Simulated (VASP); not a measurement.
# Zr3SnSe (P4/mmm) in VASP: a series of runs

Zr3SnSe is run at these levels: PBE; tasks: relaxation of cell and atoms, single point.

All numbers are computed with VASP 6.6.1; they aren't measurements. Logs are shortened: lines on timing, memory, paths and dates and some standing lists are left out, and cuts for length are marked.

## (1) The cell of the first run

The structure is tetragonal, space group P4/mmm (No. 123). Conventional cell: a = 5.518 Å, b = 5.518 Å, c = 6.805 Å, α = 90.00°, β = 90.00°, γ = 90.00°. Zr (site symmetry 4/mmm) has 2 Se at 3.40 Å and 8 Zr at 4.38 Å within 4.5 Å. Zr (site symmetry mmm) has 2 Sn at 2.76 Å and 2 Se at 2.76 Å within 3.6 Å. Within 3.6 Å of Sn (site symmetry 4/mmm) lie 4 Zr at 2.76 Å. Within 3.6 Å of Se (site symmetry 4/mmm) lie 6 Zr at 2.76 to 3.40 Å.

The cell was generated, and may not be a known phase.

## (2) Relaxation of cell and atoms, PBE

INCAR

```
SYSTEM = Zr3SnSe
ALGO = Normal
EDIFF = 1E-6
EDIFFG = -0.04
ENCUT = 600
GGA = PE
IBRION = 2
ISIF = 3
ISMEAR = 0
LASPH = .TRUE.
LCHARG = .FALSE.
LREAL = .FALSE.
LWAVE = .FALSE.
NELM = 80
NSW = 90
PREC = Accurate
SIGMA = 0.1
```

KPOINTS

```
k-points
0
G
  4 4 4
  0 0 0
```

POSCAR

```
Zr3SnSe
1.0
    5.5179146000      0.0000000000      0.0000000000
    0.0000000000      5.5179146000      0.0000000000
    0.0000000000      0.0000000000      6.8048690200
Zr Sn Se
3 1 1
Direct
    0.5000000000      0.5000000000      0.0000000000
    0.0000000000      0.5000000000      0.5000000000
    0.5000000000      0.0000000000      0.5000000000
    0.0000000000      0.0000000000      0.5000000000
    0.5000000000      0.5000000000      0.5000000000
```

Potentials or basis: VASP PAW PBE potentials, release 64 (Zr_sv, Sn_d, Se).

The run is started by

```sh
cat potpaw_PBE.64/Zr_sv/POTCAR potpaw_PBE.64/Sn_d/POTCAR potpaw_PBE.64/Se/POTCAR > POTCAR
mpirun -np 1 vasp_std > vasp.out
```

OUTCAR:

```text
SYSTEM = Zr3SnSe
   EDIFF = 1E-6
   EDIFFG = -0.04
   ENCUT = 600
   GGA = PE
   IBRION = 2
   ISIF = 3
   ISMEAR = 0
   LASPH = .TRUE.
   LREAL = .FALSE.
   NELM = 80
   NSW = 90
   PREC = Accurate

 ion  position               nearest neighbor table
   1  0.500  0.500  0.000-
   2  0.000  0.500  0.500-   4 2.76   5 2.76   4 2.76   5 2.76
   3  0.500  0.000  0.500-   4 2.76   5 2.76   5 2.76   4 2.76
   4  0.000  0.000  0.500-   2 2.76   3 2.76   2 2.76   3 2.76
   5  0.500  0.500  0.500-   2 2.76   3 2.76   3 2.76   2 2.76

  LATTYP: Found a simple tetragonal cell.
 ALAT       =     5.5179146000
 C/A-ratio  =     1.2332320294

  Lattice vectors:

 A1 = (   5.5179146000,   0.0000000000,   0.0000000000)
 A2 = (   0.0000000000,   5.5179146000,   0.0000000000)
 A3 = (   0.0000000000,   0.0000000000,   6.8048690200)

Analysis of symmetry for initial positions (statically):
=====================================================================
 Subroutine PRICEL returns:
 Original cell was already a primitive cell.

 Routine SETGRP: Setting up the symmetry group for a
 simple tetragonal supercell.

 Subroutine GETGRP returns: Found 16 space group operations
 (whereof 16 operations were pure point group operations)
 out of a pool of 16 trial point group operations.

The static configuration has the point symmetry D_4h.

Analysis of symmetry for dynamics (positions and initial velocities):
=====================================================================
 Subroutine PRICEL returns:
 Original cell was already a primitive cell.

 Routine SETGRP: Setting up the symmetry group for a
 simple tetragonal supercell.

 Subroutine GETGRP returns: Found 16 space group operations
 (whereof 16 operations were pure point group operations)
 out of a pool of 16 trial point group operations.

The dynamic configuration has the point symmetry D_4h.

 Subroutine INISYM returns: Found 16 space group operations
 (whereof 16 operations are pure point group operations),
 and found     1 'primitive' translations

----------------------------------------------------------------------------------------

                                     Primitive cell

  volume of cell :     207.1904

  direct lattice vectors                    reciprocal lattice vectors
     5.517914600  0.000000000  0.000000000     0.181227886  0.000000000  0.000000000
     0.000000000  5.517914600  0.000000000     0.000000000  0.181227886  0.000000000
[... 102 lines left out ...]
   IMIX   =      4    mixing-type and parameters
     AMIX     =   0.40;   BMIX     =  1.00
     AMIX_MAG =   1.60;   BMIX_MAG =  1.00
  volume/ion in A,a.u.               =      41.44       279.64
  Fermi-wavevector in a.u.,A,eV,Ry     =   1.058476  2.000229 15.243573  1.120371
  Thomas-Fermi vector in A             =   2.193787
   LORBIT       =      0    0 simple, 1 ext, 2 COOP (PROOUT), +10 PAW based schemes
   GGA     = PE    functional components
   LHFCALC =     F    Hartree Fock is set to
   AEXX    =    0.0000 exact exchange contribution
   IVDW    =     0    specifies the selected vdW correction
   LEPSILON=     F    determine dielectric tensor
   LRPA    =     F    only Hartree local field effects (RPA)
 conjugate gradient relaxation of ions
 non-spin polarized calculation
 Gauss-broadening in eV      SIGMA  =   0.10
  energy-cutoff  :      600.00
  volume of cell :      207.19
 maximum number of plane-waves:      6940
 NGX is ok and might be reduce to    48
   NGX = 23   NGY = 23   NGZ = 27

--------------------------------------- Ionic step        1  -------------------------------------------

 number of electron      56.0000000 magnetization

 Free energy of the ion-electron system (eV)
  ---------------------------------------------------
  ext. energy  EPLUGINS =         0.00000000
  ---------------------------------------------------
  free energy    TOTEN  =       -28.69360319 eV

  energy without entropy =      -28.66303480  energy(sigma->0) =      -28.67831899

------------------------ aborting loop because EDIFF is reached ----------------------------------------

  FORCE on cell =-STRESS in cart. coord.  units (eV):
  Direction    XX          YY          ZZ          XY          YZ          ZX
  --------------------------------------------------------------------------------------
  -------------------------------------------------------------------------------------
  Total       -3.9267337     -3.9267337    -12.0107311      0.0000000      0.0000000      0.0000000
  in kB      -30.3649319    -30.3649319    -92.8774553      0.0000000      0.0000000      0.0000000
  external PRESSURE =     -51.2024397 kB  Pullay stress =       0.0000000 kB
[... 26 lines left out ...]
--------------------------------------- Ionic step        2  -------------------------------------------

 number of electron      55.9999996 magnetization

 E-fermi :   4.7609     XC(G=0):  -8.8206

 val. band max:        4.7196110173   @ k =   0.5000   0.0000   0.5000
 cond. band min:       4.7910649369   @ k =   0.0000   0.0000   0.5000
 fundamental gap:      0.0714539196
 Fermi energy:         4.7608896778

 k-point     1 :       0.0000    0.0000    0.0000
  band No.  band energies     occupation
      1     -45.5704      2.00000
      2     -44.6781      2.00000
      3     -44.6632      2.00000
      4     -23.5612      2.00000
      5     -23.5612      2.00000
      6     -23.4248      2.00000
[... 708 lines left out ...]
  FREE ENERGIE OF THE ION-ELECTRON SYSTEM (eV)
  ---------------------------------------------------
  free  energy   TOTEN  =       -30.4975942819 eV

  energy  without entropy=      -30.4766921431  energy(sigma->0) =      -30.48714321

[... ionic steps 4 to 8 ...]

--------------------------------------- Ionic step        9  -------------------------------------------

 number of electron      56.0000001 magnetization

------------------------ aborting loop because EDIFF is reached ----------------------------------------
[... 73 lines left out ...]
--------------------------------------- Ionic step       11  -------------------------------------------

 number of electron      55.9999998 magnetization

 Free energy of the ion-electron system (eV)
  ---------------------------------------------------
  ext. energy  EPLUGINS =         0.00000000
  ---------------------------------------------------
  free energy    TOTEN  =       -31.76907715 eV

  energy without entropy =      -31.73424164  energy(sigma->0) =      -31.75165940

 E-fermi :   5.8619     XC(G=0):  -9.4193

 val. band max:        5.8520427334   @ k =   0.0000   0.0000   0.0000
 cond. band min:       5.8756849257   @ k =   0.5000   0.0000   0.5000
 fundamental gap:      0.0236421922
 Fermi energy:         5.8619371028

 k-point     1 :       0.0000    0.0000    0.0000
  band No.  band energies     occupation
      1     -43.7870      2.00000
      2     -43.7668      2.00000
      3     -43.7641      2.00000
      4     -21.9603      2.00000
      5     -21.9603      2.00000
      6     -21.9504      2.00000
[... 669 lines left out ...]
  FREE ENERGIE OF THE ION-ELECTRON SYSTEM (eV)
  ---------------------------------------------------
  free  energy   TOTEN  =       -31.7690771483 eV

  energy  without entropy=      -31.7342416440  energy(sigma->0) =      -31.75165940

 reached required accuracy - stopping structural energy minimisation
```

CONTCAR:

```text
Zr3SnSe
   1.00000000000000
     5.5115121632087547    0.0000000000000000   -0.0000000000000000
    -0.0000000000000000    5.5115121632087547   -0.0000000000000000
    -0.0000000000000000    0.0000000000000000    4.9522270757474063
  Zr              Sn              Se
     3     1     1
Direct
     0.5000000000000000    0.5000000000000000    0.0000000000000000
     0.0000000000000000    0.5000000000000000    0.5000000000000000
     0.5000000000000000    0.0000000000000000    0.5000000000000000
     0.0000000000000000    0.0000000000000000    0.5000000000000000
     0.5000000000000000    0.5000000000000000    0.5000000000000000

  0.00000000E+00  0.00000000E+00  0.00000000E+00
  0.00000000E+00  0.00000000E+00  0.00000000E+00
  0.00000000E+00  0.00000000E+00  0.00000000E+00
  0.00000000E+00  0.00000000E+00  0.00000000E+00
  0.00000000E+00  0.00000000E+00  0.00000000E+00
```

It took 39 min on 1 thread of Intel Xeon 8259CL, shared host; peak memory 0.48 GiB.

What came out:

```yaml
Free_energy: -31.7691 eV
Relaxed_volume: 30.09 Å³/atom
Relaxed_cell: a = 5.512 Å, b = 5.512 Å, c = 4.952 Å, α = 90.00°, β = 90.00°, γ = 90.00°
Space_group_after_relaxing_to_0.1_Å: P4/mmm (No. 123)
Energy_gained_by_relaxing: 615.1 meV/atom
Ionic_steps: 11
Pressure_after_relaxing: 0.0 GPa
Band_gap_on_the_k_mesh: zero (bands 28 and 29 overlap by 0.82 eV)
```

The path:
```
step  energy change (eV)  largest force (eV/Å)  pressure (GPa)  volume (Å³)
   1              0.0000                0.0000           -5.12       207.19
   2             -1.4394                0.0000           -0.52       169.56
   3             -1.8040                0.0000            3.95       153.32
   4             -2.5184                0.0000            4.16       146.31
   5             -2.8163                0.0000            6.88       138.60
   6             -2.8217                0.0000            6.44       139.40
   7             -3.0380                0.0000            1.77       147.01
   8             -3.0652                0.0000           -0.46       151.65
   9             -3.0655                0.0000           -0.27       151.22
  10             -3.0726                0.0000           -0.14       150.84
  11             -3.0755                0.0000            0.03       150.43
```

Final structure:
```xyz
5
Lattice="5.5115 0.0000 0.0000 0.0000 5.5115 0.0000 0.0000 0.0000 4.9522" Properties=species:S:1:pos:R:3 pbc="T T T"
Zr    2.7558    2.7558    0.0000
Zr    0.0000    2.7558    2.4761
Zr    2.7558    0.0000    2.4761
Sn    0.0000    0.0000    2.4761
Se    2.7558    2.7558    2.4761
```

Levels at points of the mesh, in eV from the Fermi level:
```csv
k point,band 25,band 26,band 27,band 28,band 29,band 30,band 31,band 32
"(0.00, 0.00, 0.00)",-1.51,-1.51,-1.02,-0.01,-0.01,0.51,0.58,0.73
"(0.50, 0.00, 0.00)",-1.39,-1.37,-1.29,-0.49,0.40,0.69,0.71,0.84
"(0.50, 0.50, 0.00)",-1.48,-0.41,-0.41,-0.37,-0.37,0.19,0.64,0.89
"(0.00, 0.00, 0.50)",-0.81,-0.81,0.09,0.20,0.20,0.54,0.97,0.97
"(0.50, 0.00, 0.50)",-1.89,-0.94,-0.35,-0.27,0.01,0.67,0.94,1.30
"(0.50, 0.50, 0.50)",-2.54,-0.63,-0.06,0.45,0.45,0.66,0.66,1.30
```

Caveat: the volume moved by over 15 % at a fixed basis, so the end points are rough; spin-orbit coupling is left out, which moves the levels of the heavy elements.

## (3) Single point, PBE

This run uses another cell than the first one, of 30.12 Å³/atom.

INCAR

```
  PREC = Accurate
  ENCUT = 520
  EDIFF = 1E-7
  ISMEAR = 0
  SIGMA = 0.1
  LREAL = False
  LASPH = True
  NELM = 100
  ALGO = Normal
  ISIF = 2
  LWAVE = False
  LCHARG = False
  GGA = PE
  NBANDS = 36
```

KPOINTS

```
regular mesh
0
Gamma
  8 8 8
```

POSCAR, as its differences from that of step 2:

```diff
@@ -2,5 +2,5 @@
 1.0
-    5.5179146000      0.0000000000      0.0000000000
-    0.0000000000      5.5179146000      0.0000000000
-    0.0000000000      0.0000000000      6.8048690200
+    5.5133766766      0.0000000000      0.0000000000
+    0.0000000000      5.5133766766      0.0000000000
+    0.0000000000      0.0000000000      4.9547611374
 Zr Sn Se
```

Potentials or basis: VASP PAW PBE potentials, release 64 (Zr_sv, Sn_d, Se).

The run is started by

```sh
cat potpaw_PBE.64/Zr_sv/POTCAR potpaw_PBE.64/Sn_d/POTCAR potpaw_PBE.64/Se/POTCAR > POTCAR
mpirun -np 1 vasp_std > vasp.out
```

It took 11 min on 1 thread of Intel Xeon 8259CL, shared host; peak memory 0.51 GiB.

Results (log left out):

* Free energy: -31.7719 eV
* Pressure: 0.0 GPa
* Band gap on the k mesh: zero (bands 28 and 29 overlap by 0.84 eV)

Levels at points of the mesh, in eV from the Fermi level:
| k point | band 25 | band 26 | band 27 | band 28 | band 29 | band 30 | band 31 | band 32 |
| --- | --- | --- | --- | --- | --- | --- | --- | --- |
| (0.00, 0.00, 0.00) | -1.46 | -1.46 | -0.98 | 0.06 | 0.06 | 0.56 | 0.63 | 0.78 |
| (0.50, 0.00, 0.00) | -1.33 | -1.32 | -1.24 | -0.46 | 0.46 | 0.73 | 0.77 | 0.89 |
| (0.50, 0.50, 0.00) | -1.43 | -0.35 | -0.35 | -0.34 | -0.34 | 0.24 | 0.70 | 0.95 |
| (0.00, 0.00, 0.50) | -0.76 | -0.76 | 0.14 | 0.27 | 0.27 | 0.59 | 1.00 | 1.00 |
| (0.50, 0.00, 0.50) | -1.83 | -0.90 | -0.30 | -0.23 | 0.06 | 0.71 | 1.00 | 1.33 |
| (0.50, 0.50, 0.50) | -2.49 | -0.58 | -0.01 | 0.49 | 0.49 | 0.70 | 0.70 | 1.34 |

Caveat: spin-orbit coupling is left out, which moves the levels of the heavy elements.

The gap in the log of VASP goes by the Fermi energy; the results here count the filled bands.